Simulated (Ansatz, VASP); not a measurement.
One calculation of BeTe2, two programs

```
CELL_PARAMETERS angstrom
-2.30032 5.00066 3.40112
2.30032 -5.00066 3.40112
2.30032 5.00066 -3.40112
ATOMIC_POSITIONS crystal
Be 0.75000 0.75000 0.00000
Be 0.25000 0.25000 0.00000
Te 0.38535 0.80588 0.19122
Te 0.88535 0.69412 0.57947
Te 0.11465 0.30588 0.42053
Te 0.61465 0.19412 0.80878
```

Alike in both runs: functional PBE; k mesh 10 × 10 × 10; occupations gaussian, width 0.01 eV; no spin polarisation.

Ansatz relaxed the structure, and its values are those at the end. VASP's run is a single point on that final structure, the one shown.

|  | VASP | Ansatz |
| --- | --- | --- |
| version | VASP 6.6.1 | Ansatz 0.2.0 |
| potentials or method | VASP PAW PBE potentials, release 64 (Be, Te), cutoff 520 eV | scalar-relativistic, plane waves, PAW |
| valence electrons in the cell | 28 | 68 |

Ansatz gave:

| Property | Result |
| --- | --- |
| gap on the k mesh at the Fermi level (eV) | 0.23 |
| least direct gap on the mesh (eV) | 0.65 |
| pressure (GPa) | 0.0 |
| rms of the force components (eV/Å) | 0.000 |

Problem. Estimate VASP's values.

Solution. gap on the k mesh at the Fermi level (eV): 0.22; least direct gap on the mesh (eV): 0.64; pressure (GPa): 0.1; rms of the force components (eV/Å): 0.012.

VASP's potentials hold 28 valence electrons a cell and Ansatz's 68, so a difference there can come from the potentials and not from the codes.

Spin-orbit coupling is off throughout.
